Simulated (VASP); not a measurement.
Ir: single point with PBE

Crystal: Ir.

```xyz
1
Lattice="2.6719 0.0000 0.0000 1.3359 2.3139 0.0000 1.3359 0.7713 2.1816" Properties=species:S:1:pos:R:3 pbc="T T T"
Ir    0.0000    0.0000    0.0000
```

```
Program                : VASP 6.6.1
Task                   : single point
Functional             : PBE
Potentials or basis    : VASP PAW PBE potentials, release 64 (Ir)
Cutoff                 : 520 eV
k mesh                 : 15 × 15 × 15
Occupations            : methfessel-paxton, width 0.2 eV
Spin                   : no spin polarisation
Dipole correction      : no
Further INCAR settings : ALGO = Normal; EDIFF = 1e-06; NBANDS = 10
```

The pressure is 30.9 GPa.

Levels at points of the mesh, in eV from the Fermi level:
```
           k point  band 2  band 3  band 4  band 5  band 6  band 7
(0.00, 0.00, 0.00)   -4.25   -4.25   -4.25   -1.35   -1.35   14.15
```

It took 22 s on 1 thread of Intel Xeon 8259CL, on a shared host, peak memory 0.14 GiB.

Caveat: spin-orbit coupling is left out, which moves the levels of the heavy elements.
